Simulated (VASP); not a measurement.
**Y: single point with RPBE**

Y:

```
CELL_PARAMETERS angstrom
5.57171 0.00000 0.00000
-2.78586 4.82525 0.00000
0.00000 0.00000 3.47744
ATOMIC_POSITIONS crystal
Y 0.00000 0.00000 0.00000
Y 0.33333 0.66667 0.50000
Y 0.66667 0.33333 0.50000
```

This isn't the form of Y at room conditions, which is hcp.

```json
{
 "Program": "VASP 6.6.1",
 "Task": "single point",
 "Functional": "RPBE",
 "Potentials or basis": "VASP PAW PBE potentials, release 64 (Y_sv)",
 "Cutoff": "520 eV",
 "k mesh": "7 × 7 × 10",
 "Occupations": "fermi-dirac, width 0.1 eV",
 "Spin": "no spin polarisation"
}
```

```json
{"Pressure": "3.4 GPa", "Band gap on the k mesh": "zero (an odd number of electrons rules out a gap without spin polarisation)"}
```

Stress tensor (GPa, compression positive):
```
3.42 0.00 0.00
0.00 3.42 0.00
0.00 0.00 3.21
```

Levels at points of the mesh, in eV from the Fermi level:
```
           k point  band 14  band 15  band 16  band 17  band 18  band 19  band 20  band 21
(0.00, 0.00, 0.00)    -1.06     0.09     0.09     0.15     0.15     0.53     1.82     2.49
(0.00, 0.00, 0.50)    -1.16    -1.16    -1.07    -0.70    -0.70     1.77     1.77     2.24
```

Wall time 52 s on 1 thread of Intel(R) Xeon(R) 6975P-C (Granite Rapids), on a shared host, peak memory 0.27 GiB.

Caveat: the cell stands under pressure; the PAW data sets were made with another functional, which shifts forces and pressure a little.
